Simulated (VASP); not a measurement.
# Fe (P6_3/mmc) in VASP: notebook

Runs on Fe. Level: PBEsol. Tasks: single point.

All numbers are computed with VASP 6.6.1; they aren't measurements. Logs are shortened: lines on timing, memory, paths and dates and some standing lists are left out, and cuts for length are marked.

## Step 1: The cell of the first run

The structure is hexagonal, space group P6_3/mmc (No. 194). Conventional cell: a = 2.353 Å, b = 2.353 Å, c = 4.093 Å, α = 90.00°, β = 90.00°, γ = 120.00°. Fe (site symmetry -6m2) has 12 Fe at 2.35 to 2.46 Å within 3.1 Å.

## Step 2: Single point, PBEsol

INCAR

```
PREC = Accurate
ENCUT = 520
EDIFF = 1E-6
ISMEAR = 0
SIGMA = 0.15
LREAL = False
LASPH = True
NELM = 100
ALGO = Normal
ISIF = 2
LWAVE = False
LCHARG = True
GGA = PS
LELF = True
LVHAR = True
NBANDS = 15
```

KPOINTS

```
regular mesh
0
Gamma
  33 33 18
```

POSCAR

```
Fe
1.0
    2.3532154839      0.0000000000      0.0000000000
   -1.1766077420      2.0379443896      0.0000000000
    0.0000000000      0.0000000000      4.0928562533
Fe
2
Direct
    0.3333333333      0.6666666667      0.2500000000
    0.6666666667      0.3333333333      0.7500000000
```

Potentials or basis: VASP PAW PBE potentials, release 64 (Fe).

Started as:

```sh
cat potpaw_PBE.64/Fe/POTCAR > POTCAR
mpirun -np 1 vasp_std > vasp.out
```

OUTCAR:

```text
PREC = Accurate
   ENCUT = 520
   EDIFF = 1E-6
   ISMEAR = 0
   LREAL = False
   LASPH = True
   NELM = 100
   ISIF = 2
   GGA = PS

 ion  position               nearest neighbor table
   1  0.333  0.667  0.250-   2 2.46   2 2.46   2 2.46   2 2.46   2 2.46   2 2.46
   2  0.667  0.333  0.750-   1 2.46   1 2.46   1 2.46   1 2.46   1 2.46   1 2.46

  LATTYP: Found a hexagonal cell.
 ALAT       =     2.3532154839
 C/A-ratio  =     1.7392611434

  Lattice vectors:

 A1 = (   2.3532154839,   0.0000000000,   0.0000000000)
 A2 = (  -1.1766077420,   2.0379443896,   0.0000000000)
 A3 = (   0.0000000000,   0.0000000000,   4.0928562533)

Analysis of symmetry for initial positions (statically):
=====================================================================
 Subroutine PRICEL returns:
 Original cell was already a primitive cell.

 Routine SETGRP: Setting up the symmetry group for a
 hexagonal supercell.

 Subroutine GETGRP returns: Found 24 space group operations
 (whereof 12 operations were pure point group operations)
 out of a pool of 24 trial point group operations.

The static configuration has the point symmetry D_3d.
 The point group associated with its full space group is D_6h.

Analysis of symmetry for dynamics (positions and initial velocities):
=====================================================================
 Subroutine PRICEL returns:
 Original cell was already a primitive cell.

 Routine SETGRP: Setting up the symmetry group for a
 hexagonal supercell.

 Subroutine GETGRP returns: Found 24 space group operations
 (whereof 12 operations were pure point group operations)
 out of a pool of 24 trial point group operations.

The dynamic configuration has the point symmetry D_3d.
 The point group associated with its full space group is D_6h.

 Subroutine INISYM returns: Found 24 space group operations
 (whereof 12 operations are pure point group operations),
 and found     1 'primitive' translations

----------------------------------------------------------------------------------------

                                     Primitive cell

  volume of cell :      19.6282

  direct lattice vectors                    reciprocal lattice vectors
     2.353215484  0.000000000  0.000000000     0.424950459  0.245345262  0.000000000
    -1.176607742  2.037944390  0.000000000     0.000000000  0.490690524  0.000000000
     0.000000000  0.000000000  4.092856253     0.000000000  0.000000000  0.244328151

  length of vectors
     2.353215484  2.353215484  4.092856253     0.490690524  0.490690524  0.244328151

  position of ions in fractional coordinates (direct lattice)
     0.333333333  0.666666667  0.250000000
     0.666666667  0.333333333  0.750000000

  ion indices of the primitive-cell ions
   primitive index   ion index
                 1           1
                 2           2

----------------------------------------------------------------------------------------

 KPOINTS: regular mesh

Automatic generation of k-mesh.
 Grid dimensions read from file:
 generate k-points for:   33   33   18

 Generating k-lattice:

  Cartesian coordinates                     Fractional coordinates (reciprocal lattice)
     0.012877287  0.007434705  0.000000000     0.030303030  0.000000000  0.000000000
     0.000000000  0.014869410  0.000000000     0.000000000  0.030303030  0.000000000
     0.000000000  0.000000000  0.013573786     0.000000000  0.000000000  0.055555556

  Length of vectors
     0.014869410  0.014869410  0.013573786

  Shift w.r.t. Gamma in fractional coordinates (k-lattice)
     0.000000000  0.000000000  0.000000000

 Subroutine IBZKPT returns following result:
 ===========================================

 Found   1080 irreducible k-points:

 Following reciprocal coordinates:
            Coordinates               Weight
  0.000000  0.000000  0.000000      1.000000
  0.030303  0.000000  0.000000      6.000000
  0.060606  0.000000  0.000000      6.000000
  0.090909  0.000000  0.000000      6.000000
  0.121212  0.000000  0.000000      6.000000
  0.151515  0.000000  0.000000      6.000000
[... 16 lines left out ...]
  0.181818  0.030303  0.000000     12.000000
  0.212121  0.030303  0.000000     12.000000
 [... further k-points ...]
   k-points           NKPTS =   1080   k-points in BZ     NKDIM =   1080   number of bands    NBANDS=     15
   number of dos      NEDOS =    301   number of ions     NIONS =      2
   total plane-waves  NPLWV =   9720
   dimension x,y,z NGX =    18 NGY =   18 NGZ =   30
   dimension x,y,z NGXF=    36 NGYF=   36 NGZF=   60
   ions per type =               2
   NGX,Y,Z   is equivalent  to a cutoff of  12.72, 12.72, 12.19 a.u.
   NGXF,Y,Z  is equivalent  to a cutoff of  25.43, 25.43, 24.37 a.u.
 SYSTEM =  unknown system
   PREC   = accura    normal or accurate (medium, high low for compatibility)
   ISTART =      0    job   : 0-new  1-cont  2-samecut
   ICHARG =      2    charge: 1-file 2-atom 10-const
   ISPIN  =      1    spin polarized calculation?
   LNONCOLLINEAR =      F non collinear calculations
   LSORBIT =      F    spin-orbit coupling
   LASPH  =      T    aspherical Exc in radial PAW
   ENCUT  =  520.0 eV  38.22 Ry    6.18 a.u.   4.38  4.38  7.61*2*pi/ulx,y,z
   NELM   =    100;   NELMIN=  2; NELMDL= -5     # of ELM steps
   EDIFF  = 0.1E-05   stopping-criterion for ELM
   LREAL  =      F    real-space projection
   EDIFFG = 0.1E-04   stopping-criterion for IOM
   NSW    =      0    number of steps for IOM
   IBRION =     -1    ionic relax: 0-MD 1-quasi-New 2-CG
   NFREE  =      0    steps in history (QN), initial steepest desc. (CG)
   ISIF   =      2    stress and relaxation
   ISYM   =      2    0-nonsym 1-usesym 2-fastsym
   POTIM  = 0.5000    time-step for ionic-motion
   TEBEG  =    0.0;   TEEND  =   0.0 temperature during run
   PSTRESS=    0.0 pullay stress
   NELECT =      16.0000    total number of electrons
   NUPDOWN=      -1.0000    fix difference up-down
   EMIN   =  10.00;   EMAX   =-10.00  energy-range for DOS
   EFERMI =   0.00;   METHOD = LEGACY
   ISMEAR =     0;   SIGMA  =   0.15  broadening in eV -4-tet -1-fermi 0-gaus
   EFERMI_NEDOS =   21; number of points for ismear=-14 and -15
   IALGO  =     38    algorithm
   IMIX   =      4    mixing-type and parameters
     AMIX     =   0.40;   BMIX     =  1.00
     AMIX_MAG =   1.60;   BMIX_MAG =  1.00
  volume/ion in A,a.u.               =       9.81        66.23
  Fermi-wavevector in a.u.,A,eV,Ry     =   1.529283  2.889927 31.820052  2.338708
  Thomas-Fermi vector in A             =   2.636926
   LORBIT       =      0    0 simple, 1 ext, 2 COOP (PROOUT), +10 PAW based schemes
   GGA     = PS    functional components
   LHFCALC =     F    Hartree Fock is set to
   AEXX    =    0.0000 exact exchange contribution
   IVDW    =     0    specifies the selected vdW correction
   LEPSILON=     F    determine dielectric tensor
   LRPA    =     F    only Hartree local field effects (RPA)
 non-spin polarized calculation
 Gauss-broadening in eV      SIGMA  =   0.15
  energy-cutoff  :      520.00
  volume of cell :       19.63
 maximum number of plane-waves:       549
 NGX is ok and might be reduce to    18

 number of electron      15.9999987 magnetization

 Free energy of the ion-electron system (eV)
  ---------------------------------------------------
  ext. energy  EPLUGINS =         0.00000000
  ---------------------------------------------------
  free energy    TOTEN  =       -17.70277251 eV

  energy without entropy =      -17.67309009  energy(sigma->0) =      -17.68793130

 E-fermi :   7.1881     XC(G=0): -14.1706

 val. band max:        7.1878524019   @ k =   0.3030   0.0909   0.2778
 cond. band min:       7.1884510987   @ k =   0.0606   0.0303   0.3333
 fundamental gap:      0.0005986968
 Fermi energy:         7.1881209807

 k-point     1 :       0.0000    0.0000    0.0000
  band No.  band energies     occupation
      1      -1.9956      2.00000
      2       1.9328      2.00000
      3       4.9252      2.00000
      4       5.4907      2.00000
      5       5.4907      2.00000
      6       5.8360      2.00000
      7       5.8360      2.00000
      8       6.5351      2.00000
      9       6.7731      1.99991
     10       6.7731      1.99991
     11       7.9539      0.00000
     12       7.9539      0.00000
     13      14.9514      0.00000
     14      30.7106      0.00000
     15      31.3969      0.00000

 k-point     2 :       0.0303    0.0000    0.0000
  band No.  band energies     occupation
      1      -1.9577      2.00000
      2       1.9617      2.00000
      3       4.9267      2.00000
      4       5.4831      2.00000
      5       5.5133      2.00000
      6       5.8211      2.00000
      7       5.8569      2.00000
      8       6.3716      2.00000
      9       6.7525      1.99996
     10       6.7590      1.99995
     11       7.9587      0.00000
     12       8.1511      0.00000
     13      14.9533      0.00000
     14      30.5967      0.00000
     15      31.4356      0.00000

 k-point     3 :       0.0606    0.0000    0.0000
  band No.  band energies     occupation
      1      -1.8445      2.00000
      2       2.0469      2.00000
      3       4.9247      2.00000
      4       5.4670      2.00000
      5       5.5803      2.00000
      6       5.7791      2.00000
      7       5.9189      2.00000
      8       6.0173      2.00000
      9       6.7038      2.00000
     10       6.7180      1.99999
     11       7.9722      0.00000
     12       8.5941      0.00000
     13      14.9595      0.00000
     14      30.2124      0.00000
     15      31.5481      0.00000
[... 343 lines left out ...]
 k-point    23 :       0.1818    0.0303    0.0000
  band No.  band energies     occupation
      1      -0.4718      2.00000
      2       2.8852      2.00000
      3       4.3062      2.00000
      4       4.5902      2.00000
      5       5.2448      2.00000
      6       5.9552      2.00000
      7       6.1352      2.00000
      8       6.3742      2.00000
      9       6.3964      2.00000
     10       6.6776      2.00000
     11       8.0590      0.00000
     12      11.4156      0.00000
     13      15.0922      0.00000
     14      25.0544      0.00000
     15      29.2097      0.00000

 k-point    24 :       0.2121    0.0303    0.0000
  band No.  band energies     occupation
      1      -0.0298      2.00000
      2       3.0289      2.00000
      3       4.0023      2.00000
      4       4.5354      2.00000
      5       5.1544      2.00000
      6       5.9960      2.00000
      7       6.1817      2.00000
      8       6.2583      2.00000
      9       6.6566      2.00000
     10       6.9190      1.98881
     11       8.0735      0.00000
     12      12.1108      0.00000
     13      15.1577      0.00000
     14      23.6966      0.00000
     15      28.5099      0.00000

 [... further k-points ...]
[... 5 lines left out ...]
  --------------------------------------------------------------------------------------
  -------------------------------------------------------------------------------------
  Total        2.1530279      2.1530279     -3.5348152     -0.0000000     -0.0000000      0.0000000
  in kB      175.7436838    175.7436838   -288.5338525     -0.0000000     -0.0000000      0.0000000
  external PRESSURE =      20.9845051 kB  Pullay stress =       0.0000000 kB

 VOLUME and BASIS-vectors are now :
 -----------------------------------------------------------------------------
  energy-cutoff  :      520.00
  volume of cell :       19.63
      direct lattice vectors                 reciprocal lattice vectors
     2.353215484  0.000000000  0.000000000     0.424950459  0.245345262  0.000000000
    -1.176607742  2.037944390  0.000000000     0.000000000  0.490690524  0.000000000
     0.000000000  0.000000000  4.092856253     0.000000000  0.000000000  0.244328151

 POSITION                                       TOTAL-FORCE (eV/Angst)
 -----------------------------------------------------------------------------------
     -0.00000      1.35863      1.02321         0.000000     -0.000000      0.000000
      1.17661      0.67931      3.06964        -0.000000      0.000000      0.000000
 -----------------------------------------------------------------------------------
    total drift:                                0.000000     -0.000000     -0.000000

  FREE ENERGIE OF THE ION-ELECTRON SYSTEM (eV)
  ---------------------------------------------------
  free  energy   TOTEN  =       -17.7027725141 eV

  energy  without entropy=      -17.6730900875  energy(sigma->0) =      -17.68793130
```

It took 1.7 min on 1 thread of AMD EPYC 9R45 (Zen 5), shared host; peak memory 0.34 GiB.

What came out:

```
Free energy            : -17.7028 eV
Pressure               : 2.1 GPa
Band gap on the k mesh : zero (band 8 reaches 8.13 eV, above the bottom of band 9 at 6.37 eV)
```

Stress tensor (GPa, compression positive):
```
 17.57   0.00   0.00
  0.00  17.57   0.00
  0.00   0.00 -28.85
```

Levels at points of the mesh, in eV from the Fermi level:
```
           k point  band 5  band 6  band 7  band 8  band 9  band 10  band 11  band 12
(0.00, 0.00, 0.00)   -1.70   -1.35   -1.35   -0.65   -0.42    -0.42     0.77     0.77
(0.00, 0.00, 0.50)   -1.69   -1.69   -1.69   -1.69    0.36     0.36     0.36     0.36
```

Caveat: the PAW data sets were made with another functional, which shifts forces and pressure a little; the run has no spin polarisation, though such a crystal can be magnetic.

## Step 3: Single point, PBEsol

This run uses another cell than the first one, of the same volume but with other edges.

INCAR

```
SYSTEM = Fe
PREC     = Accurate       ! precision mode
ENCUT    = 520            ! plane-wave cutoff, eV
EDIFF    = 1E-6           ! SCF threshold, eV
ISMEAR   = 0              ! smearing method
SIGMA    = 0.15           ! smearing width, eV
LREAL    = .False.        ! projectors in reciprocal space
LASPH    = .True.         ! aspherical terms in the spheres
NELM     = 100            ! most SCF steps
ALGO     = Normal         ! electronic algorithm
ISIF     = 2              ! what is computed and relaxed
LWAVE    = .False.        ! write WAVECAR
LCHARG   = .False.        ! write CHGCAR
GGA      = PS             ! functional
NBANDS   = 15             ! bands
```

KPOINTS

```
Automatic mesh
0
Gamma
  33 33 18
  0 0 0
```

POSCAR

```
Fe
1.0
    2.4976408179      0.0000000000      0.0000000000
   -1.2488204090      2.1630203979      0.0000000000
    0.0000000000      0.0000000000      3.6332051408
Fe
2
Direct
    0.3333333333      0.6666666667      0.2500000000
    0.6666666667      0.3333333333      0.7500000000
```

Potentials or basis: VASP PAW PBE potentials, release 64 (Fe).

Started as:

```sh
cat potpaw_PBE.64/Fe/POTCAR > POTCAR
mpirun -np 1 vasp_std > vasp.out
```

Run time: 1.9 min. Hardware: 1 thread of AMD EPYC 9R45 (Zen 5), shared host; peak memory 0.34 GiB.

It converged, with:

- Free energy: -17.7546 eV
- Pressure: 2.5 GPa
- Band gap on the k mesh: zero (band 8 reaches 7.99 eV, above the bottom of band 9 at 6.10 eV)

Stress tensor (GPa, compression positive):
```
-9.95  0.00  0.00
 0.00 -9.95  0.00
 0.00  0.00 27.33
```

Levels at points of the mesh, in eV from the Fermi level:
| k point | band 6 | band 7 | band 8 | band 9 | band 10 | band 11 |
| --- | --- | --- | --- | --- | --- | --- |
| (0.00, 0.00, 0.00) | -1.32 | -1.19 | -1.19 | -1.08 | 0.77 | 0.77 |
| (0.00, 0.00, 0.50) | -2.15 | -1.81 | -1.81 | 0.42 | 0.42 | 0.42 |

Caveat: the PAW data sets were made with another functional, which shifts forces and pressure a little; the run has no spin polarisation, though such a crystal can be magnetic. Spin polarisation is off, so any magnetic state and its effect on volume and gap are missing.
